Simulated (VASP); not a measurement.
Input of a VASP 6.6.1 run:

The input INCAR:

```
SYSTEM = NbP
ALGO = Normal
EDIFF = 1E-6
ENCUT = 520
GGA = PS
ISIF = 2
ISMEAR = 0
LASPH = .TRUE.
LCHARG = .FALSE.
LREAL = .FALSE.
LWAVE = .FALSE.
NBANDS = 26
NELM = 100
PREC = Accurate
SIGMA = 0.05
```

KPOINTS

```
k-points
0
G
  10 10 10
  0 0 0
```

Contents of POSCAR:

```
NbP
1.0
    0.0000000000     -3.1732031972      0.0000000000
    3.1732031972      0.0000000000      0.0000000000
   -1.5866015986      1.5866015986      5.4374221530
Nb P
2 2
Direct
    0.7498808000      0.7498808000      0.4997616000
    0.4998808000      0.9998808000      0.9997616000
    0.3327477700      0.3327477700      0.6654955400
    0.0827477800      0.5827477800      0.1654955600
```

Potentials or basis: VASP PAW PBE potentials, release 64 (Nb_sv, P).

Launch:

```bash
$ cat potpaw_PBE.64/Nb_sv/POTCAR potpaw_PBE.64/P/POTCAR > POTCAR
$ mpirun -np 1 vasp_std > vasp.out
```

Q: Estimate the largest force.

A: 0.081 eV/Å.

Q: What does it give for the pressure?

A: 34.3 GPa.

Q: Predict the band gap on the k mesh.

A: Zero (band 18 reaches 12.90 eV, above the bottom of band 19 at 12.70 eV).

Stress tensor (GPa, compression positive):
```
36.63  0.00  0.00
 0.00 36.63  0.00
 0.00  0.00 29.76
```

Caveat: the PAW data sets were made with another functional, which shifts forces and pressure a little.
